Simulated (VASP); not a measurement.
# BaCd3Sn2 (P6/mmm) in VASP: further runs

The runs below take BaCd3Sn2 through single point, relaxation of cell and atoms, with PBE.

Everything below comes from runs of VASP 6.6.1. Logs are shortened: lines on timing, memory, paths and dates and some standing lists are left out, and cuts for length are marked.

### 1 The cell of the first run

It takes space group P6/mmm (No. 191, hexagonal). Conventional cell: a = 6.072 Å, b = 6.072 Å, c = 4.786 Å, α = 90.00°, β = 90.00°, γ = 120.00°. Within 4.6 Å of Ba (site symmetry 6/mmm) lie 6 Sn at 3.51 Å and 12 Cd at 3.87 Å. Cd (site symmetry mmm) has 4 Sn at 2.97 Å and 4 Cd at 3.04 Å and 4 Ba at 3.87 Å within 3.9 Å. Sn (site symmetry -6m2) has 6 Cd at 2.97 Å and 3 Sn at 3.51 Å and 3 Ba at 3.51 Å within 3.9 Å.

The cell was built from a structure type or drawn by symmetry, and may not be a known phase.

### 2 Single point, PBE

Input file INCAR:

```
SYSTEM = BaCd3Sn2
ALGO     = Normal         ! electronic algorithm
EDIFF    = 1E-6           ! SCF threshold, eV
ENCUT    = 520            ! plane-wave cutoff, eV
GGA      = PE             ! functional
ISIF     = 2              ! what is computed and relaxed
ISMEAR   = 0              ! smearing method
LASPH    = .True.         ! aspherical terms in the spheres
LCHARG   = .True.         ! write CHGCAR
LELF     = .True.         ! ELF
LREAL    = .False.        ! projectors in reciprocal space
LVHAR    = .True.       
LWAVE    = .False.        ! write WAVECAR
NBANDS   = 46             ! bands
NELM     = 60             ! most SCF steps
PREC     = Accurate       ! precision mode
SIGMA    = 0.1            ! smearing width, eV
```

Input file KPOINTS:

```
k-points
0
Gamma
  3 3 4
  0 0 0
```

Input file POSCAR:

```
BaCd3Sn2
1.0
    6.0716196400      0.0000000000      0.0000000000
   -3.0358098200      5.2581768500      0.0000000000
    0.0000000000      0.0000000000      4.7859639500
Ba Cd Sn
1 3 2
Direct
    0.0000000000      0.0000000000      0.0000000000
    0.5000000000      0.0000000000      0.5000000000
    0.5000000000      0.5000000000      0.5000000000
    0.0000000000      0.5000000000      0.5000000000
    0.3333333300      0.6666666700      0.0000000000
    0.6666666700      0.3333333300      0.0000000000
```

Potentials or basis: VASP PAW PBE potentials, release 64 (Ba_sv, Cd, Sn_d).

Run with:

```
> cat potpaw_PBE.64/Ba_sv/POTCAR potpaw_PBE.64/Cd/POTCAR potpaw_PBE.64/Sn_d/POTCAR > POTCAR
> mpirun -np 1 vasp_std > vasp.out
```

OUTCAR:

```text
SYSTEM = BaCd3Sn2
   EDIFF = 1E-6
   ENCUT = 520
   GGA = PE
   ISIF = 2
   ISMEAR = 0
   LASPH = .True.
   LREAL = .False.
   NELM = 60
   PREC = Accurate

 ion  position               nearest neighbor table
   1  0.000  0.000  0.000-   5 3.51   6 3.51   5 3.51   6 3.51   6 3.51   5 3.51   3 3.87   4 3.87
                             4 3.87   3 3.87   4 3.87   4 3.87   3 3.87   3 3.87   2 3.87   2 3.87
   2  0.500  0.000  0.500-   5 2.97   6 2.97   5 2.97   6 2.97   3 3.04   4 3.04   3 3.04   4 3.04
                             1 3.87   1 3.87   1 3.87   1 3.87
   3  0.500  0.500  0.500-   5 2.97   6 2.97   5 2.97   6 2.97   2 3.04   2 3.04   4 3.04   4 3.04
                             1 3.87   1 3.87   1 3.87   1 3.87
   4  0.000  0.500  0.500-   5 2.97   6 2.97   5 2.97   6 2.97   2 3.04   2 3.04   3 3.04   3 3.04
                             1 3.87   1 3.87   1 3.87   1 3.87
   5  0.333  0.667  0.000-   2 2.97   2 2.97   4 2.97   4 2.97   3 2.97   3 2.97   6 3.51   1 3.51
                             6 3.51   1 3.51   1 3.51   6 3.51
   6  0.667  0.333  0.000-   2 2.97   2 2.97   4 2.97   4 2.97   3 2.97   3 2.97   5 3.51   1 3.51
                             5 3.51   1 3.51   1 3.51   5 3.51

  LATTYP: Found a hexagonal cell.
 ALAT       =     6.0716196400
 C/A-ratio  =     0.7882516089

  Lattice vectors:

 A1 = (   6.0716196400,   0.0000000000,   0.0000000000)
 A2 = (  -3.0358098200,   5.2581768500,   0.0000000000)
 A3 = (   0.0000000000,   0.0000000000,   4.7859639500)

Analysis of symmetry for initial positions (statically):
=====================================================================
 Subroutine PRICEL returns:
 Original cell was already a primitive cell.

 Routine SETGRP: Setting up the symmetry group for a
 hexagonal supercell.

 Subroutine GETGRP returns: Found 24 space group operations
 (whereof 24 operations were pure point group operations)
 out of a pool of 24 trial point group operations.

The static configuration has the point symmetry D_6h.

Analysis of symmetry for dynamics (positions and initial velocities):
=====================================================================
 Subroutine PRICEL returns:
 Original cell was already a primitive cell.

 Routine SETGRP: Setting up the symmetry group for a
 hexagonal supercell.

 Subroutine GETGRP returns: Found 24 space group operations
 (whereof 24 operations were pure point group operations)
 out of a pool of 24 trial point group operations.

The dynamic configuration has the point symmetry D_6h.

 Subroutine INISYM returns: Found 24 space group operations
 (whereof 24 operations are pure point group operations),
 and found     1 'primitive' translations

----------------------------------------------------------------------------------------

                                     Primitive cell

  volume of cell :     152.7950

  direct lattice vectors                    reciprocal lattice vectors
     6.071619640  0.000000000  0.000000000     0.164700699  0.095089993  0.000000000
    -3.035809820  5.258176850  0.000000000     0.000000000  0.190179986  0.000000000
     0.000000000  0.000000000  4.785963950     0.000000000  0.000000000  0.208944324

  length of vectors
     6.071619640  6.071619640  4.785963950     0.190179986  0.190179986  0.208944324

  position of ions in fractional coordinates (direct lattice)
     0.000000000  0.000000000  0.000000000
     0.500000000  0.000000000  0.500000000
     0.500000000  0.500000000  0.500000000
     0.000000000  0.500000000  0.500000000
     0.333333330  0.666666670  0.000000000
     0.666666670  0.333333330  0.000000000

  ion indices of the primitive-cell ions
   primitive index   ion index
                 1           1
                 2           2
                 3           3
                 4           4
                 5           5
                 6           6

----------------------------------------------------------------------------------------

 KPOINTS: k-points

Automatic generation of k-mesh.
 Grid dimensions read from file:
 generate k-points for:    3    3    4

 Generating k-lattice:

  Cartesian coordinates                     Fractional coordinates (reciprocal lattice)
     0.054900233  0.031696664  0.000000000     0.333333333  0.000000000  0.000000000
     0.000000000  0.063393329  0.000000000     0.000000000  0.333333333  0.000000000
     0.000000000  0.000000000  0.052236081     0.000000000  0.000000000  0.250000000

  Length of vectors
     0.063393329  0.063393329  0.052236081

  Shift w.r.t. Gamma in fractional coordinates (k-lattice)
     0.000000000  0.000000000  0.000000000

 Subroutine IBZKPT returns following result:
 ===========================================

 Found      9 irreducible k-points:

 Following reciprocal coordinates:
            Coordinates               Weight
  0.000000  0.000000  0.000000      1.000000
  0.333333 -0.000000  0.000000      6.000000
  0.333333  0.333333  0.000000      2.000000
  0.000000  0.000000  0.250000      2.000000
  0.333333 -0.000000  0.250000     12.000000
  0.333333  0.333333  0.250000      4.000000
  0.000000  0.000000  0.500000      1.000000
  0.333333 -0.000000  0.500000      6.000000
  0.333333  0.333333  0.500000      2.000000
   k-points           NKPTS =      9   k-points in BZ     NKDIM =      9   number of bands    NBANDS=     46
   number of dos      NEDOS =    301   number of ions     NIONS =      6
   total plane-waves  NPLWV =  82944
   dimension x,y,z NGX =    48 NGY =   48 NGZ =   36
   dimension x,y,z NGXF=    96 NGYF=   96 NGZF=   72
   ions per type =               1   3   2
   NGX,Y,Z   is equivalent  to a cutoff of  13.14, 13.14, 12.51 a.u.
   NGXF,Y,Z  is equivalent  to a cutoff of  26.29, 26.29, 25.01 a.u.
 SYSTEM =  BaCd3Sn2
   PREC   = accura    normal or accurate (medium, high low for compatibility)
   ISTART =      0    job   : 0-new  1-cont  2-samecut
   ICHARG =      2    charge: 1-file 2-atom 10-const
   ISPIN  =      1    spin polarized calculation?
   LNONCOLLINEAR =      F non collinear calculations
   LSORBIT =      F    spin-orbit coupling
   LASPH  =      T    aspherical Exc in radial PAW
   ENCUT  =  520.0 eV  38.22 Ry    6.18 a.u.  11.29 11.29  8.90*2*pi/ulx,y,z
   NELM   =     60;   NELMIN=  2; NELMDL= -5     # of ELM steps
   EDIFF  = 0.1E-05   stopping-criterion for ELM
   LREAL  =      F    real-space projection
   EDIFFG = 0.1E-04   stopping-criterion for IOM
   NSW    =      0    number of steps for IOM
   IBRION =     -1    ionic relax: 0-MD 1-quasi-New 2-CG
   NFREE  =      0    steps in history (QN), initial steepest desc. (CG)
   ISIF   =      2    stress and relaxation
   ISYM   =      2    0-nonsym 1-usesym 2-fastsym
   POTIM  = 0.5000    time-step for ionic-motion
   TEBEG  =    0.0;   TEEND  =   0.0 temperature during run
   PSTRESS=    0.0 pullay stress
   NELECT =      74.0000    total number of electrons
   NUPDOWN=      -1.0000    fix difference up-down
   EMIN   =  10.00;   EMAX   =-10.00  energy-range for DOS
   EFERMI =   0.00;   METHOD = LEGACY
   ISMEAR =     0;   SIGMA  =   0.10  broadening in eV -4-tet -1-fermi 0-gaus
   EFERMI_NEDOS =   21; number of points for ismear=-14 and -15
   IALGO  =     38    algorithm
   IMIX   =      4    mixing-type and parameters
     AMIX     =   0.40;   BMIX     =  1.00
     AMIX_MAG =   1.60;   BMIX_MAG =  1.00
  volume/ion in A,a.u.               =      25.47       171.85
  Fermi-wavevector in a.u.,A,eV,Ry     =   1.285629  2.429487 22.488282  1.652842
  Thomas-Fermi vector in A             =   2.417752
   LORBIT       =      0    0 simple, 1 ext, 2 COOP (PROOUT), +10 PAW based schemes
   GGA     = PE    functional components
   LHFCALC =     F    Hartree Fock is set to
   AEXX    =    0.0000 exact exchange contribution
   IVDW    =     0    specifies the selected vdW correction
   LEPSILON=     F    determine dielectric tensor
   LRPA    =     F    only Hartree local field effects (RPA)
 non-spin polarized calculation
 Gauss-broadening in eV      SIGMA  =   0.10
  energy-cutoff  :      520.00
  volume of cell :      152.80
 maximum number of plane-waves:      4140
 NGX is ok and might be reduce to    48
   NGX = 23   NGY = 23   NGZ = 17

 number of electron      74.0000006 magnetization

 Free energy of the ion-electron system (eV)
  ---------------------------------------------------
  ext. energy  EPLUGINS =         0.00000000
  ---------------------------------------------------
  free energy    TOTEN  =       -12.41178562 eV

  energy without entropy =      -12.40088706  energy(sigma->0) =      -12.40633634

 E-fermi :   5.0045     XC(G=0): -10.4266

 val. band max:        4.9119322621   @ k =   0.3333   0.3333   0.0000
 cond. band min:       5.0123449046   @ k =   0.3333   0.3333   0.0000
 fundamental gap:      0.1004126426
 Fermi energy:         5.0044904677

 k-point     1 :       0.0000    0.0000    0.0000
  band No.  band energies     occupation
      1     -22.7842      2.00000
      2     -16.5041      2.00000
      3     -16.4752      2.00000
      4     -16.4752      2.00000
      5     -16.4594      2.00000
      6     -16.4553      2.00000
[... 38 lines left out ...]
     45       8.5795      0.00000
     46       8.5795      0.00000

 k-point     2 :       0.3333   -0.0000    0.0000
  band No.  band energies     occupation
      1     -22.7833      2.00000
      2     -16.5004      2.00000
      3     -16.4799      2.00000
      4     -16.4770      2.00000
      5     -16.4724      2.00000
      6     -16.4637      2.00000
[... 38 lines left out ...]
     45       9.2771      0.00000
     46       9.9999      0.00000

 k-point     3 :       0.3333    0.3333    0.0000
  band No.  band energies     occupation
      1     -22.7829      2.00000
      2     -16.4908      2.00000
      3     -16.4908      2.00000
      4     -16.4790      2.00000
      5     -16.4725      2.00000
      6     -16.4653      2.00000
[... 38 lines left out ...]
     45       8.9018      0.00000
     46       8.9018      0.00000

 k-point     4 :       0.0000    0.0000    0.2500
  band No.  band energies     occupation
      1     -22.7811      2.00000
      2     -16.4989      2.00000
      3     -16.4791      2.00000
      4     -16.4791      2.00000
      5     -16.4594      2.00000
      6     -16.4530      2.00000
[... 38 lines left out ...]
     45      10.5630      0.00000
     46      10.5635      0.00000

 k-point     5 :       0.3333   -0.0000    0.2500
  band No.  band energies     occupation
      1     -22.7804      2.00000
      2     -16.4969      2.00000
      3     -16.4808      2.00000
      4     -16.4795      2.00000
      5     -16.4746      2.00000
      6     -16.4629      2.00000
[... 38 lines left out ...]
     45       9.8908      0.00000
     46      10.1604      0.00000

 k-point     6 :       0.3333    0.3333    0.2500
  band No.  band energies     occupation
      1     -22.7800      2.00000
      2     -16.4890      2.00000
      3     -16.4890      2.00000
      4     -16.4826      2.00000
      5     -16.4717      2.00000
      6     -16.4660      2.00000
[... 38 lines left out ...]
     45       8.7118      0.00000
     46       8.7118      0.00000

 k-point     7 :       0.0000    0.0000    0.5000
  band No.  band energies     occupation
      1     -22.7781      2.00000
      2     -16.4936      2.00000
      3     -16.4829      2.00000
      4     -16.4829      2.00000
      5     -16.4593      2.00000
      6     -16.4507      2.00000
[... 38 lines left out ...]
     45      10.7084      0.00000
     46      10.7084      0.00000

 k-point     8 :       0.3333   -0.0000    0.5000
  band No.  band energies     occupation
      1     -22.7774      2.00000
      2     -16.4933      2.00000
      3     -16.4842      2.00000
      4     -16.4788      2.00000
      5     -16.4771      2.00000
      6     -16.4624      2.00000
[... 38 lines left out ...]
     45      10.4308      0.00000
     46      10.8721      0.00000

 k-point     9 :       0.3333    0.3333    0.5000
  band No.  band energies     occupation
      1     -22.7771      2.00000
      2     -16.4870      2.00000
      3     -16.4870      2.00000
      4     -16.4857      2.00000
      5     -16.4713      2.00000
      6     -16.4670      2.00000
[... 38 lines left out ...]
     45      10.0378      0.00000
     46      10.2752      0.00000

------------------------ aborting loop because EDIFF is reached ----------------------------------------

  FORCE on cell =-STRESS in cart. coord.  units (eV):
  Direction    XX          YY          ZZ          XY          YZ          ZX
  --------------------------------------------------------------------------------------
  -------------------------------------------------------------------------------------
  Total        8.8926991      8.8926991      5.1698652      0.0000000      0.0000000      0.0000000
  in kB       93.2470305     93.2470304     54.2101526      0.0000000      0.0000000      0.0000000
  external PRESSURE =      80.2347378 kB  Pullay stress =       0.0000000 kB

 VOLUME and BASIS-vectors are now :
 -----------------------------------------------------------------------------
  energy-cutoff  :      520.00
  volume of cell :      152.80
      direct lattice vectors                 reciprocal lattice vectors
     6.071619640  0.000000000  0.000000000     0.164700699  0.095089993  0.000000000
    -3.035809820  5.258176850  0.000000000     0.000000000  0.190179986  0.000000000
     0.000000000  0.000000000  4.785963950     0.000000000  0.000000000  0.208944324

 POSITION                                       TOTAL-FORCE (eV/Angst)
 -----------------------------------------------------------------------------------
      0.00000      0.00000      0.00000        -0.000000      0.000000      0.000000
      3.03581      0.00000      2.39298        -0.000000      0.000000      0.000000
      1.51790      2.62909      2.39298        -0.000000      0.000000      0.000000
     -1.51790      2.62909      2.39298        -0.000000      0.000000      0.000000
     -0.00000      3.50545      0.00000        -0.000000      0.000000     -0.000000
      3.03581      1.75273      0.00000         0.000000     -0.000000      0.000000
 -----------------------------------------------------------------------------------
    total drift:                               -0.000000      0.000000     -0.000000

  FREE ENERGIE OF THE ION-ELECTRON SYSTEM (eV)
  ---------------------------------------------------
  free  energy   TOTEN  =       -12.4117856191 eV

  energy  without entropy=      -12.4008870620  energy(sigma->0) =      -12.40633634
```

It took 62 s on 1 thread of Intel Xeon 6975P-C (Granite Rapids), shared host; peak memory 0.29 GiB.

Results:

| Property | Result |
| --- | --- |
| Free energy | -12.4118 eV |
| Pressure | 8.0 GPa |
| Band gap on the k mesh | zero (bands 37 and 38 overlap by 0.59 eV) |

Levels at points of the mesh, in eV from the Fermi level:
```tsv
k point	band 34	band 35	band 36	band 37	band 38	band 39	band 40	band 41
(0.00, 0.00, 0.00)	-2.70	-2.11	-0.65	-0.65	1.74	2.19	2.62	3.17
(0.00, 0.00, 0.50)	-3.14	-3.14	-0.64	-0.64	-0.49	-0.49	1.82	1.82
```

Caveat: the k points lie up to 0.40 Å⁻¹ apart, too coarse for converged energies and pressures of a metal; spin-orbit coupling is left out, which moves the levels of the heavy elements.

(Continued in part 2 of 2.)
